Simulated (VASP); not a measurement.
**Co: single point with PBE**

The system is Co.

```
CELL_PARAMETERS angstrom
2.45839 0.00000 0.00000
-1.22920 2.12903 0.00000
0.00000 0.00000 3.96069
ATOMIC_POSITIONS crystal
Co 0.33333 0.66667 0.25000
Co 0.66667 0.33333 0.75000
```

```json
{"Program": "VASP 6.6.1", "Task": "single point", "Functional": "PBE", "Potentials or basis": "VASP PAW PBE potentials, release 64 (Co)", "Cutoff": "520 eV", "k mesh": "15 × 15 × 8", "Occupations": "fermi-dirac, width 0.1 eV", "Spin": "no spin polarisation", "Dipole correction": "no", "Further INCAR settings": "ALGO = Normal; EDIFF = 1e-07; NBANDS = 16"}
```

```json
{
 "Pressure": "-0.8 GPa",
 "Band gap on the k mesh": "zero (band 9 reaches 11.23 eV, above the bottom of band 10 at 9.68 eV)"
}
```

Stress tensor (GPa, compression positive):
```
-0.80  0.00  0.00
 0.00 -0.80  0.00
 0.00  0.00 -0.95
```

Levels at points of the mesh, in eV from the Fermi level:
```
           k point  band 5  band 6  band 7  band 8  band 9  band 10  band 11  band 12  band 13  band 14
(0.00, 0.00, 0.00)   -1.87   -1.50   -1.50   -1.13   -1.13    -0.03     0.11     0.11     7.31    22.25
(0.00, 0.00, 0.50)   -1.95   -1.95   -1.95   -1.95   -0.23    -0.23    -0.23    -0.23    15.88    15.88
```

It took 58 s on 1 thread of Intel Xeon 8259CL, with other jobs on the host, peak memory 0.16 GiB.

Caveat: the run has no spin polarisation, though such a crystal can be magnetic. Spin polarisation is off, so any magnetic state and its effect on volume and gap are missing.
